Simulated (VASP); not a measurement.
CsI, 2 atoms in the cell. The structure is cubic, space group Pm-3m (No. 221). Conventional cell: a = 4.656 Å, b = 4.656 Å, c = 4.656 Å, α = 90.00°, β = 90.00°, γ = 90.00°. Cs (site symmetry m-3m) has 8 I at 4.03 Å and 6 Cs at 4.66 Å within 5.3 Å. I (site symmetry m-3m) has 8 Cs at 4.03 Å and 6 I at 4.66 Å within 5.3 Å.  This cell differs from its parent crystal: volume scaled by 1.06.

| Quantity | Value |
| --- | --- |
| Program | VASP 6.6.1 |
| Task | electric field gradients |
| Functional | LDA |
| Potentials or basis | VASP PAW LDA potentials, release 64 (Cs_sv, I) |
| Cutoff | 400 eV |
| k mesh | 7 × 7 × 7 |
| Occupations | fermi-dirac, width 0.01 eV |
| Spin | no spin polarisation |
| Dipole correction | no |
| Further INCAR settings | ALGO = Normal; EDIFF = 1e-08; NBANDS = 15 |

Potentials or basis: VASP PAW LDA potentials, release 64 (Cs_sv, I).

Run with:

```console
$ cat potpaw_LDA.64/Cs_sv/POTCAR potpaw_LDA.64/I/POTCAR > POTCAR
$ mpirun -np 1 vasp_std > vasp.out
```

Hardware: 1 thread of AMD EPYC 7R43 64-Core Processor (Zen 3) (shared host).

Task: Estimate the wall time of this run.

Result: Wall time 14 s on 1 thread of AMD EPYC 7R43 64-Core Processor (Zen 3) (shared host), peak memory 0.11 GiB. Counts: scf iterations 14, k points 20.
